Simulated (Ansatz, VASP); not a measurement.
## One calculation of TlPb2, two programs

The input INCAR:

```
ALGO = Fast
EDIFF = 1E-6
ENCUT = 520
GGA = PE
ISIF = 2
ISMEAR = 0
LASPH = True
LCHARG = True
LELF = True
LREAL = False
LVHAR = True
LWAVE = False
NBANDS = 50
NELM = 80
PREC = Accurate
SIGMA = 0.1
```

File KPOINTS:

```
k-points
0
Gamma
  8 8 8
```

File POSCAR:

```
TlPb2
1.0
    0.0000000000      4.5894103884      4.5894103884
    4.5894103884      0.0000000000      4.5894103884
    4.5894103884      4.5894103884      0.0000000000
Tl Pb
2 4
Direct
    0.0000000000      0.0000000000      0.0000000000
    0.2500000000      0.2500000000      0.2500000000
    0.6250000000      0.6250000000      0.6250000000
    0.1250000000      0.6250000000      0.6250000000
    0.6250000000      0.1250000000      0.6250000000
    0.6250000000      0.6250000000      0.1250000000
```

Input for Ansatz:

```yaml
crystal:
  lattice:
    - [0.0, 4.5894103884, 4.5894103884]
    - [4.5894103884, 0.0, 4.5894103884]
    - [4.5894103884, 4.5894103884, 0.0]
  atoms:
    - { symbol: Tl, position: [0.0, 0.0, 0.0] }
    - { symbol: Tl, position: [0.25, 0.25, 0.25] }
    - { symbol: Pb, position: [0.625, 0.625, 0.625] }
    - { symbol: Pb, position: [0.125, 0.625, 0.625] }
    - { symbol: Pb, position: [0.625, 0.125, 0.625] }
    - { symbol: Pb, position: [0.625, 0.625, 0.125] }
basis:
  ecutwfc: 420
kpoints:
  mp_grid: { grid: [8, 8, 8] }
hamiltonian:
  xc: pbe
scf:
  occupations: { method: gaussian, width: 0.1 }
output:
  forces: true
  stress: true
  eigenvalues: true
```

Alike in both runs: task single point; functional PBE; k mesh 8 × 8 × 8; occupations gaussian, width 0.1 eV; no spin polarisation.

|  | VASP | Ansatz |
| --- | --- | --- |
| version | VASP 6.6.1 | Ansatz 0.2.0 |
| potentials or method | VASP PAW PBE potentials, release 64 (Tl_d, Pb_d), cutoff 520 eV | scalar-relativistic, plane waves, PAW |
| valence electrons in the cell | 82 | 82 |

|  | VASP | Ansatz | Ansatz less VASP |
| --- | --- | --- | --- |
| gap on the k mesh at the Fermi level (eV) | none | none | - |
| pressure (GPa) | 2.1 | 2.2 | +0.07 |

A gap of «none» marks a metal or a gap that the smearing closes.

Neither program's run includes spin-orbit coupling.
